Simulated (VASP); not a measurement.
AlRu:

```
Al Ru
1.0
     2.99160    0.00000    0.00000
     0.00000    2.99160    0.00000
     0.00000    0.00000    2.99160
Al Ru
1 1
Direct
  0.00000 0.00000 0.00000
  0.50000 0.50000 0.50000
```

Base run:

* Program: VASP 6.6.1
* Functional: PBE
* Potentials or basis: VASP PAW PBE potentials, release 64 (Al, Ru_pv)
* Cutoff: 400 eV
* k mesh: 20 × 20 × 20
* Occupations: fermi-dirac, width 0.08 eV
* Spin: no spin polarisation

Its results: band gap on the k mesh zero (an odd number of electrons rules out a gap without spin polarisation); pressure 2.2 GPa.

Q: After a change of settings the same cell gave: band gap on the k mesh zero (an odd number of electrons rules out a gap without spin polarisation); pressure -0.1 GPa. Which change was it?
A. k mesh from 20 × 20 × 20 to 7 × 7 × 7
B. k mesh from 20 × 20 × 20 to 4 × 4 × 4
C. k mesh from 20 × 20 × 20 to 10 × 10 × 10

A: B.

Caveats: some runs use coarse meshes.
